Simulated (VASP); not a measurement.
Set up this calculation in VASP 6.6.1, as the native input.

- Task: single point
- Functional: PBE
- Potentials or basis: VASP PAW PBE potentials, release 64 (Ni)
- Cutoff: 520 eV
- k mesh: 8 × 13 × 10
- Occupations: fermi-dirac, width 0.05 eV
- Spin: collinear spin, ferromagnetic start
- Starting moments: [2.8, 2.8] μB
- Dipole correction: no
- Further INCAR settings: ALGO = Normal; EDIFF = 1e-07; NBANDS = 21; ISYM = 0

The structure of Ni lies in POSCAR:

```
Ni
1.0
   -1.7673500000     -3.5347000000     -1.7673500000
   -1.7673500000      0.0000000000     -1.7673500000
    1.7673500000      0.0000000000     -1.7673500000
Ni
2
Direct
    0.0000000000      0.0000000000      0.0000000000
    0.5000000000      0.0000000000      0.5000000000
```

One way to write it, as run:

INCAR

```
PREC = Accurate ; ENCUT = 520
EDIFF = 1E-7 ; ISMEAR = -1
SIGMA = 0.05 ; LREAL = F
LASPH = T ; NELM = 150
ALGO = Normal ; ISIF = 2
LWAVE = F ; LCHARG = F
ISPIN = 2 ; MAGMOM = 2.8 2.8
LORBIT = 11 ; LMAXMIX = 4
GGA = PE ; NBANDS = 21
ISYM = 0
```

KPOINTS

```
regular mesh
0
Gamma
  8 13 10
```

Potentials or basis: VASP PAW PBE potentials, release 64 (Ni).

Launch:

```bash
$ cat potpaw_PBE.64/Ni/POTCAR > POTCAR
$ mpirun -np 1 vasp_std > vasp.out
```

It gave:

```
Pressure                                              : -2.5 GPa
Net moment                                            : 1.31 μB per cell
Site moments                                          : Ni +0.67 μB
Valence electrons inside the program's atomic spheres : Ni 9.28
```

It took 2.7 min on 1 thread of Intel(R) Xeon(R) 6975P-C (Granite Rapids), with other jobs on the host, peak memory 0.41 GiB.
